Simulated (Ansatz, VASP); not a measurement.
## Y in VASP and in Ansatz

```xyz
1
Lattice="0.0000 2.3501 2.3501 2.3501 0.0000 2.3501 2.3501 2.3501 0.0000" Properties=species:S:1:pos:R:3 pbc="T T T"
Y     0.0000    0.0000    0.0000
```

Change from the starting cell: volume scaled by 0.88, PAW files.

Alike in both runs: task single point; functional LDA; k mesh 13 × 13 × 13; occupations fermi-dirac, width 0.08 eV; no spin polarisation.

|  | VASP | Ansatz |
| --- | --- | --- |
| version | VASP 6.6.1 | Ansatz 0.2.0 |
| potentials or method | VASP PAW LDA potentials, release 64 (Y_sv) | PAW with Ansatz's default frozen-core files, scalar-relativistic |
| plane-wave cutoff (eV) | 520 | 420 |
| valence electrons in the cell | 11 | 11 |

Ansatz gave:

| Quantity | Value |
| --- | --- |
| pressure (GPa) | 7.1 |

What did VASP give for the same quantities?

Pressure (GPa): 6.9.

LDA's correlation is that of Perdew and Zunger in VASP and of Perdew and Wang (1992) in Ansatz.
